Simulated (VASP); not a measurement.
# KPt (P-6m2) in VASP: further runs

The runs below take KPt through single point, with BLYP.

All numbers are computed with VASP 6.6.1; they aren't measurements. Logs are shortened: lines on timing, memory, paths and dates and some standing lists are left out, and cuts for length are marked.

### Step 1. The cell of the first run

Symmetry: P-6m2, No. 187, hexagonal system. The conventional cell has a = 3.060 Å, b = 3.060 Å, c = 5.450 Å, α = 90.00°, β = 90.00°, γ = 120.00°. Within 4.0 Å of Pt (site symmetry -6m2) lie 6 Pt at 3.06 Å and 6 K at 3.25 Å. K (site symmetry -6m2) has 6 K at 3.06 Å and 6 Pt at 3.25 Å within 4.0 Å.

### Step 2. Single point, BLYP

Contents of INCAR:

```
AGGAC = 1.0
AGGAX = 1.0
ALDAC = 0.0
ALDAX = 1.0
ALGO = Normal
EDIFF = 1E-6
ENCUT = 570
GGA = B5
GGA_COMPAT = F
ISIF = 2
ISMEAR = -1
LASPH = T
LCHARG = F
LREAL = F
LWAVE = F
NBANDS = 20
NELM = 120
PREC = Accurate
SIGMA = 0.05
```

Contents of KPOINTS:

```
k-points
0
Gamma
  10 10 5
```

Contents of POSCAR:

```
KPt
1.0
    3.0597023636      0.0000000000      0.0000000000
   -1.5298511818      2.6497799749      0.0000000000
    0.0000000000      0.0000000000      5.4504198721
Pt K
1 1
Direct
    0.6666666667      0.3333333333      0.0000000000
    0.0000000000      0.0000000000      0.5000000000
```

Potentials or basis: VASP PAW PBE potentials, release 64 (Pt_sv_GW, K_sv).

Command:

```
$ cat potpaw_PBE.64/Pt_sv_GW/POTCAR potpaw_PBE.64/K_sv/POTCAR > POTCAR
$ mpirun -np 1 vasp_std > vasp.out
```

OUTCAR:

```text
EDIFF = 1E-6
   ENCUT = 570
   GGA = B5
   ISIF = 2
   ISMEAR = -1
   LASPH = T
   LREAL = F
   NELM = 120
   PREC = Accurate

 ion  position               nearest neighbor table
   1  0.667  0.333  0.000-   2 3.25   2 3.25   2 3.25   2 3.25   2 3.25   2 3.25
   2  0.000  0.000  0.500-   1 3.25   1 3.25   1 3.25   1 3.25   1 3.25   1 3.25

  LATTYP: Found a hexagonal cell.
 ALAT       =     3.0597023636
 C/A-ratio  =     1.7813562316

  Lattice vectors:

 A1 = (   3.0597023636,   0.0000000000,   0.0000000000)
 A2 = (  -1.5298511818,   2.6497799749,   0.0000000000)
 A3 = (   0.0000000000,   0.0000000000,   5.4504198721)

Analysis of symmetry for initial positions (statically):
=====================================================================
 Subroutine PRICEL returns:
 Original cell was already a primitive cell.

 Routine SETGRP: Setting up the symmetry group for a
 hexagonal supercell.

 Subroutine GETGRP returns: Found 12 space group operations
 (whereof 12 operations were pure point group operations)
 out of a pool of 24 trial point group operations.

The static configuration has the point symmetry D_3h.

Analysis of symmetry for dynamics (positions and initial velocities):
=====================================================================
 Subroutine PRICEL returns:
 Original cell was already a primitive cell.

 Routine SETGRP: Setting up the symmetry group for a
 hexagonal supercell.

 Subroutine GETGRP returns: Found 12 space group operations
 (whereof 12 operations were pure point group operations)
 out of a pool of 24 trial point group operations.

The dynamic configuration has the point symmetry D_3h.

 Subroutine INISYM returns: Found 12 space group operations
 (whereof 12 operations are pure point group operations),
 and found     1 'primitive' translations

----------------------------------------------------------------------------------------

                                     Primitive cell

  volume of cell :      44.1895

  direct lattice vectors                    reciprocal lattice vectors
     3.059702364  0.000000000  0.000000000     0.326829175  0.188694912  0.000000000
    -1.529851182  2.649779975  0.000000000     0.000000000  0.377389825  0.000000000
     0.000000000  0.000000000  5.450419872     0.000000000  0.000000000  0.183472104

  length of vectors
     3.059702364  3.059702364  5.450419872     0.377389825  0.377389825  0.183472104

  position of ions in fractional coordinates (direct lattice)
     0.666666667  0.333333333  0.000000000
     0.000000000  0.000000000  0.500000000

  ion indices of the primitive-cell ions
   primitive index   ion index
                 1           1
                 2           2

----------------------------------------------------------------------------------------

 KPOINTS: k-points

Automatic generation of k-mesh.
 Grid dimensions read from file:
 generate k-points for:   10   10    5

 Generating k-lattice:

  Cartesian coordinates                     Fractional coordinates (reciprocal lattice)
     0.032682918  0.018869491  0.000000000     0.100000000  0.000000000  0.000000000
     0.000000000  0.037738982  0.000000000     0.000000000  0.100000000  0.000000000
     0.000000000  0.000000000  0.036694421     0.000000000  0.000000000  0.200000000

  Length of vectors
     0.037738982  0.037738982  0.036694421

  Shift w.r.t. Gamma in fractional coordinates (k-lattice)
     0.000000000  0.000000000  0.000000000

 Subroutine IBZKPT returns following result:
 ===========================================

 Found     42 irreducible k-points:

 Following reciprocal coordinates:
            Coordinates               Weight
  0.000000  0.000000  0.000000      1.000000
  0.100000  0.000000  0.000000      6.000000
  0.200000  0.000000  0.000000      6.000000
  0.300000  0.000000  0.000000      6.000000
  0.400000  0.000000  0.000000      6.000000
  0.500000  0.000000  0.000000      3.000000
[... 16 lines left out ...]
  0.300000  0.100000  0.200000     24.000000
  0.400000  0.100000  0.200000     24.000000
 [... further k-points ...]
   k-points           NKPTS =     42   k-points in BZ     NKDIM =     42   number of bands    NBANDS=     20
   number of dos      NEDOS =    301   number of ions     NIONS =      2
   total plane-waves  NPLWV =  24192
   dimension x,y,z NGX =    24 NGY =   24 NGZ =   42
   dimension x,y,z NGXF=    48 NGYF=   48 NGZF=   84
   ions per type =               1   1
   NGX,Y,Z   is equivalent  to a cutoff of  13.04, 13.04, 12.81 a.u.
   NGXF,Y,Z  is equivalent  to a cutoff of  26.08, 26.08, 25.62 a.u.
 SYSTEM =  unknown system
   PREC   = accura    normal or accurate (medium, high low for compatibility)
   ISTART =      0    job   : 0-new  1-cont  2-samecut
   ICHARG =      2    charge: 1-file 2-atom 10-const
   ISPIN  =      1    spin polarized calculation?
   LNONCOLLINEAR =      F non collinear calculations
   LSORBIT =      F    spin-orbit coupling
   LASPH  =      T    aspherical Exc in radial PAW
   ENCUT  =  570.0 eV  41.89 Ry    6.47 a.u.   5.96  5.96 10.61*2*pi/ulx,y,z
   NELM   =    120;   NELMIN=  2; NELMDL= -5     # of ELM steps
   EDIFF  = 0.1E-05   stopping-criterion for ELM
   LREAL  =      F    real-space projection
[... 7 lines left out ...]
   TEBEG  =    0.0;   TEEND  =   0.0 temperature during run
   PSTRESS=    0.0 pullay stress
   NELECT =      27.0000    total number of electrons
   NUPDOWN=      -1.0000    fix difference up-down
   EMIN   =  10.00;   EMAX   =-10.00  energy-range for DOS
   EFERMI =   0.00;   METHOD = LEGACY
   ISMEAR =    -1;   SIGMA  =   0.05  broadening in eV -4-tet -1-fermi 0-gaus
   EFERMI_NEDOS =   21; number of points for ismear=-14 and -15
   IALGO  =     38    algorithm
   IMIX   =      4    mixing-type and parameters
     AMIX     =   0.40;   BMIX     =  1.00
     AMIX_MAG =   1.60;   BMIX_MAG =  1.00
  volume/ion in A,a.u.               =      22.09       149.10
  Fermi-wavevector in a.u.,A,eV,Ry     =   1.389173  2.625157 26.256557  1.929803
  Thomas-Fermi vector in A             =   2.513229
   LORBIT       =      0    0 simple, 1 ext, 2 COOP (PROOUT), +10 PAW based schemes
   GGA     = B5    functional components
   LHFCALC =     F    Hartree Fock is set to
   AEXX    =    0.0000 exact exchange contribution
   IVDW    =     0    specifies the selected vdW correction
   LEPSILON=     F    determine dielectric tensor
   LRPA    =     F    only Hartree local field effects (RPA)
 non-spin polarized calculation
  energy-cutoff  :      570.00
  volume of cell :       44.19
 maximum number of plane-waves:      1388
 NGX is ok and might be reduce to    24
   NGX = 11   NGY = 11   NGZ = 21

 number of electron      27.0000001 magnetization

 Free energy of the ion-electron system (eV)
  ---------------------------------------------------
  ext. energy  EPLUGINS =         0.00000000
  ---------------------------------------------------
  free energy    TOTEN  =        -5.61689500 eV

  energy without entropy =       -5.60427163  energy(sigma->0) =       -5.61058331

 E-fermi :   5.2392     XC(G=0): -10.0203

 val. band max:        5.2332742876   @ k =   0.3000   0.1000   0.2000
 cond. band min:       5.2707820238   @ k =   0.3000   0.1000   0.4000
 fundamental gap:      0.0375077362
 Fermi energy:         5.2391696736

 k-point     1 :       0.0000    0.0000    0.0000
  band No.  band energies     occupation
      1     -91.7572      2.00000
      2     -46.1786      2.00000
      3     -46.1786      2.00000
      4     -46.1290      2.00000
      5     -27.1203      2.00000
      6     -10.4296      2.00000
[... 12 lines left out ...]
     19      13.9399      0.00000
     20      13.9399      0.00000

 k-point     2 :       0.1000    0.0000    0.0000
  band No.  band energies     occupation
      1     -91.7570      2.00000
      2     -46.1901      2.00000
      3     -46.1816      2.00000
      4     -46.1278      2.00000
      5     -27.0838      2.00000
      6     -10.3931      2.00000
[... 12 lines left out ...]
     19      13.8036      0.00000
     20      13.8460      0.00000

 k-point     3 :       0.2000    0.0000    0.0000
  band No.  band energies     occupation
      1     -91.7561      2.00000
      2     -46.2196      2.00000
      3     -46.1893      2.00000
      4     -46.1244      2.00000
      5     -26.9865      2.00000
      6     -10.4545      2.00000
[... 12 lines left out ...]
     19      13.6145      0.00000
     20      13.7555      0.00000

 k-point     4 :       0.3000    0.0000    0.0000
  band No.  band energies     occupation
      1     -91.7546      2.00000
      2     -46.2558      2.00000
      3     -46.1985      2.00000
      4     -46.1203      2.00000
      5     -26.8624      2.00000
      6     -11.0466      2.00000
[... 12 lines left out ...]
     19      13.3523      0.00000
     20      13.9294      0.00000

 k-point     5 :       0.4000    0.0000    0.0000
  band No.  band energies     occupation
      1     -91.7534      2.00000
      2     -46.2849      2.00000
      3     -46.2060      2.00000
      4     -46.1168      2.00000
      5     -26.7587      2.00000
      6     -11.4971      2.00000
[... 12 lines left out ...]
     19      13.6038      0.00000
     20      14.6732      0.00000

 k-point     6 :       0.5000    0.0000    0.0000
  band No.  band energies     occupation
      1     -91.7529      2.00000
      2     -46.2961      2.00000
      3     -46.2090      2.00000
      4     -46.1154      2.00000
      5     -26.7183      2.00000
      6     -11.6636      2.00000
[... 12 lines left out ...]
     19      14.2303      0.00000
     20      14.9180      0.00000

 k-point     7 :       0.1000    0.1000    0.0000
  band No.  band energies     occupation
      1     -91.7564      2.00000
      2     -46.2098      2.00000
      3     -46.1876      2.00000
      4     -46.1255      2.00000
      5     -27.0169      2.00000
      6     -10.3262      2.00000
[... 12 lines left out ...]
     19      13.5245      0.00000
     20      13.8635      0.00000
[... 277 lines left out ...]
 k-point    20 :       0.5000    0.0000    0.2000
  band No.  band energies     occupation
      1     -91.7529      2.00000
      2     -46.2960      2.00000
      3     -46.2089      2.00000
      4     -46.1154      2.00000
      5     -26.7183      2.00000
      6     -11.6603      2.00000
[... 12 lines left out ...]
     19      13.3498      0.00000
     20      13.8273      0.00000

 k-point    21 :       0.1000    0.1000    0.2000
  band No.  band energies     occupation
      1     -91.7565      2.00000
      2     -46.2098      2.00000
      3     -46.1877      2.00000
      4     -46.1257      2.00000
      5     -27.0164      2.00000
      6     -10.3432      2.00000
[... 12 lines left out ...]
     19      12.9888      0.00000
     20      13.5132      0.00000

 k-point    22 :       0.2000    0.1000    0.2000
  band No.  band energies     occupation
      1     -91.7552      2.00000
      2     -46.2406      2.00000
      3     -46.1982      2.00000
      4     -46.1218      2.00000
      5     -26.9056      2.00000
      6     -10.7953      2.00000
[... 12 lines left out ...]
     19      12.9167      0.00000
     20      13.1691      0.00000

 k-point    23 :       0.3000    0.1000    0.2000
  band No.  band energies     occupation
      1     -91.7539      2.00000
      2     -46.2712      2.00000
      3     -46.2087      2.00000
      4     -46.1179      2.00000
      5     -26.7913      2.00000
      6     -11.2788      2.00000
[... 12 lines left out ...]
     19      13.1159      0.00000
     20      13.4506      0.00000

 k-point    24 :       0.4000    0.1000    0.2000
  band No.  band energies     occupation
      1     -91.7531      2.00000
      2     -46.2901      2.00000
      3     -46.2151      2.00000
      4     -46.1155      2.00000
      5     -26.7187      2.00000
      6     -11.5661      2.00000
[... 12 lines left out ...]
     19      13.1206      0.00000
     20      13.7413      0.00000

 [... further k-points ...]
[... 5 lines left out ...]
  --------------------------------------------------------------------------------------
  -------------------------------------------------------------------------------------
  Total        0.5402409      0.5402409     -0.2211565      0.0000000      0.0000000      0.0000000
  in kB       19.5875041     19.5875041     -8.0184655      0.0000000      0.0000000      0.0000000
  external PRESSURE =      10.3855142 kB  Pullay stress =       0.0000000 kB

 VOLUME and BASIS-vectors are now :
 -----------------------------------------------------------------------------
  energy-cutoff  :      570.00
  volume of cell :       44.19
      direct lattice vectors                 reciprocal lattice vectors
     3.059702364  0.000000000  0.000000000     0.326829175  0.188694912  0.000000000
    -1.529851182  2.649779975  0.000000000     0.000000000  0.377389825  0.000000000
     0.000000000  0.000000000  5.450419872     0.000000000  0.000000000  0.183472104

 POSITION                                       TOTAL-FORCE (eV/Angst)
 -----------------------------------------------------------------------------------
      1.52985      0.88326      0.00000         0.000000      0.000000      0.000000
      0.00000      0.00000      2.72521        -0.000000      0.000000      0.000000
 -----------------------------------------------------------------------------------
    total drift:                               -0.000001      0.000000      0.000000

  FREE ENERGIE OF THE ION-ELECTRON SYSTEM (eV)
  ---------------------------------------------------
  free  energy   TOTEN  =        -5.6168950002 eV

  energy  without entropy=       -5.6042716251  energy(sigma->0) =       -5.61058331
```

It took 23 s on 1 thread of Intel Xeon 6975P-C (Granite Rapids), shared host; peak memory 0.2 GiB.

What came out:

* Free energy: -5.6169 eV
* Pressure: 1.0 GPa
* Band gap on the k mesh: zero (an odd number of electrons rules out a gap without spin polarisation)

Stress tensor (GPa, compression positive):
```
 1.96  0.00  0.00
 0.00  1.96  0.00
 0.00  0.00 -0.80
```

Levels at points of the mesh, in eV from the Fermi level:
| k point | band 10 | band 11 | band 12 | band 13 | band 14 | band 15 | band 16 | band 17 | band 18 | band 19 |
| --- | --- | --- | --- | --- | --- | --- | --- | --- | --- | --- |
| (0.00, 0.00, 0.00) | -3.08 | -2.14 | -2.14 | -0.93 | -0.93 | 1.74 | 1.78 | 5.43 | 5.43 | 8.70 |
| (0.50, 0.00, 0.00) | -2.96 | -2.09 | -1.40 | 0.04 | 0.74 | 2.01 | 2.33 | 3.34 | 7.85 | 8.99 |

Caveat: the PAW data sets were made with another functional, which shifts forces and pressure a little; spin-orbit coupling is left out, which moves the levels of the heavy elements.

### Step 3. Single point, BLYP

This run uses another cell than the first one, of 21.68 Å³/atom.

Contents of INCAR:

```
SYSTEM = KPt
AGGAC    = 1.0          
AGGAX    = 1.0          
ALDAC    = 0.0          
ALDAX    = 1.0          
ALGO     = Normal         ! electronic algorithm
EDIFF    = 1E-6           ! SCF threshold, eV
ENCUT    = 570            ! plane-wave cutoff, eV
GGA      = B5             ! functional
GGA_COMPAT= .False.      
ISIF     = 2              ! what is computed and relaxed
ISMEAR   = -1             ! smearing method
LASPH    = .True.         ! aspherical terms in the spheres
LCHARG   = .False.        ! write CHGCAR
LREAL    = .False.        ! projectors in reciprocal space
LWAVE    = .False.        ! write WAVECAR
NBANDS   = 20             ! bands
NELM     = 120            ! most SCF steps
PREC     = Accurate       ! precision mode
SIGMA    = 0.05           ! smearing width, eV
```

Contents of KPOINTS:

```
k-points
0
Gamma
  10 10 5
  0 0 0
```

Contents of POSCAR:

```
KPt
1.0
    3.0403366399      0.0000000000      0.0000000000
   -1.5201683200      2.6330087662      0.0000000000
    0.0000000000      0.0000000000      5.4159226196
Pt K
1 1
Direct
    0.6666666667      0.3333333333      0.0000000000
    0.0000000000      0.0000000000      0.5000000000
```

Potentials or basis: VASP PAW PBE potentials, release 64 (Pt_sv_GW, K_sv).

Command:

```
$ cat potpaw_PBE.64/Pt_sv_GW/POTCAR potpaw_PBE.64/K_sv/POTCAR > POTCAR
$ mpirun -np 1 vasp_std > vasp.out
```

Wall time 68 s (1 thread of Intel Xeon Platinum 8375C at 2.90GHz (Ice Lake), shared host); peak memory 0.2 GiB.

Results (log left out):

```yaml
Free_energy: -5.6058 eV
Pressure: 2.1 GPa
Band_gap_on_the_k_mesh: zero (an odd number of electrons rules out a gap without spin polarisation)
```

Stress tensor (GPa, compression positive):
```
2.97 0.00 0.00
0.00 2.97 0.00
0.00 0.00 0.48
```

Levels at points of the mesh, in eV from the Fermi level:
| k point | band 10 | band 11 | band 12 | band 13 | band 14 | band 15 | band 16 | band 17 | band 18 | band 19 |
| --- | --- | --- | --- | --- | --- | --- | --- | --- | --- | --- |
| (0.00, 0.00, 0.00) | -3.15 | -2.21 | -2.21 | -0.96 | -0.96 | 1.76 | 1.80 | 5.43 | 5.43 | 8.75 |
| (0.50, 0.00, 0.00) | -3.05 | -2.14 | -1.44 | 0.05 | 0.71 | 1.97 | 2.32 | 3.41 | 7.89 | 9.13 |

Caveat: the PAW data sets were made with another functional, which shifts forces and pressure a little; spin-orbit coupling is left out, which moves the levels of the heavy elements.

The gap in the log of VASP goes by the Fermi energy; the results here count the filled bands.